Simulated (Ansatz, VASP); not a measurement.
# One calculation of AlAs, two programs

```
Al As
1.0
     0.00000    2.89460    2.89460
     2.89460    0.00000    2.89460
     2.89460    2.89460    0.00000
Al As
1 1
Direct
  0.00000 0.00000 0.00000
  0.25000 0.25000 0.25000
```

Alike in both runs: task single point; functional r2SCAN; k mesh 6 × 6 × 6; no spin polarisation.

```csv
,VASP,Ansatz
version,VASP 6.6.1,Ansatz 0.2.0
potentials or method,"VASP PAW PBE potentials, release 64 (Al, As)","plane waves, PAW"
plane-wave cutoff (eV),550,500
occupations,"gaussian, width 0.01 eV",fixed
valence electrons in the cell,8,18
```

VASP gave:

- gap on the k mesh at the Fermi level (eV): 1.89
- pressure (GPa): -4.0

Q: Which values does Ansatz return?

A: gap on the k mesh at the Fermi level (eV): 1.89; pressure (GPa): -3.9.

VASP's potentials were made for PBE, not for r2SCAN. VASP's potentials hold 8 valence electrons a cell and Ansatz's 18, so a difference there can come from the potentials and not from the codes.
